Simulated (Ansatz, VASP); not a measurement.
## HfN in VASP and in Ansatz

```
Hf N
1.0
     2.16835   -2.16852    0.00000
     2.16835    2.16852    0.00000
     0.00000    0.00000    3.45810
Hf N
1 1
Direct
  0.50000 0.50000 0.00000
  0.00000 0.00000 0.00000
```

Alike in both runs: functional PBE; k mesh 6 × 6 × 4; occupations gaussian, width 0.1 eV; no spin polarisation.

Ansatz relaxed the structure, and its values are those at the end. VASP's run is a single point on that final structure, the one shown.

```csv
,VASP,Ansatz
version,VASP 6.6.1,Ansatz 0.2.0
potentials or method,"VASP PAW PBE potentials, release 64 (Hf_pv, N), cutoff 520 eV","scalar-relativistic, plane waves, PAW"
valence electrons in the cell,15,31
```

```tsv
	VASP	Ansatz	Ansatz less VASP
gap on the k mesh at the Fermi level (eV)	none	none	-
pressure (GPa)	-1.1	0.0	+1.09
```

A gap of «none» marks a metal or a gap that the smearing closes. With one functional, cell and mesh, what is left measures potentials, basis and numerics. VASP's potentials hold 15 valence electrons a cell and Ansatz's 31, so a difference there can come from the potentials and not from the codes.

The k mesh is coarse, so the values compare programs but aren't converged. Neither program's run includes spin-orbit coupling.
